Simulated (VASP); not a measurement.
W3C: relaxation of the atoms with LDA

W3C, a slab with vacuum:

```
CELL_PARAMETERS angstrom
2.80901 0.00000 0.00000
-1.40451 2.43267 0.00000
0.00000 0.00000 20.11443
ATOMIC_POSITIONS crystal
W 0.66667 0.33333 0.19886
W 0.33333 0.66667 0.31357
W 0.00000 0.00000 0.42827
C 0.00000 0.00000 0.54659
```

```
Program                             : VASP 6.6.1
Task                                : relaxation of the atoms
Functional                          : LDA
Potentials or basis                 : VASP PAW LDA potentials, release 64 (W_sv, C)
Cutoff                              : 520 eV
k mesh                              : 12 × 12 × 1
Occupations                         : gaussian, width 0.1 eV
Spin                                : no spin polarisation
Dipole correction                   : yes
Atoms held fixed (from 0)           : [0, 1, 2]
Further INCAR settings              : ALGO = Normal; EDIFF = 1e-07; NELMDL = -8; IBRION = 2; EDIFFG = -0.025; NSW = 36
Atoms held along some axes (from 0) : atom 3 along a and b
```

```json
{"Energy gained by relaxing": "266.6 meV/atom", "Ionic steps": "6", "Band gap on the k mesh": "zero (bands 23 and 24 overlap by 0.92 eV)"}
```

The path:
```csv
step,energy change (eV),largest force on free atoms (eV/Å),pressure (GPa)
1,0.0000,3.0195,-8.74
2,-0.4410,2.9522,-7.86
3,-0.9500,2.2453,-0.97
4,-1.0140,1.2335,-4.94
5,-1.0648,0.2366,-3.73
6,-1.0664,0.0151,-3.44
```

Final structure:
```xyz
4
Lattice="2.8090 0.0000 0.0000 -1.4045 2.4327 0.0000 0.0000 0.0000 20.1144" Properties=species:S:1:pos:R:3 pbc="T T T"
W     1.4045    0.8109    4.0000
W     0.0000    1.6218    6.3073
W     0.0000    0.0000    8.6144
C     0.0000    0.0000   10.5192
```

Levels at points of the mesh, in eV from the Fermi level:
| k point | band 20 | band 21 | band 22 | band 23 | band 24 | band 25 | band 26 | band 27 |
| --- | --- | --- | --- | --- | --- | --- | --- | --- |
| (0.00, 0.00, 0.00) | -0.70 | -0.57 | -0.32 | -0.32 | -0.05 | -0.05 | 0.62 | 1.47 |
| (0.50, 0.00, 0.00) | -1.01 | -0.90 | -0.55 | 0.75 | 1.12 | 1.59 | 2.91 | 3.56 |

Run time: 9.8 min on 1 thread of Intel(R) Xeon(R) Platinum 8259CL CPU @ 2.50GHz (Skylake/Cascade Lake) (shared host), peak memory 0.26 GiB.

Caveat: spin-orbit coupling is left out, which moves the levels of the heavy elements.
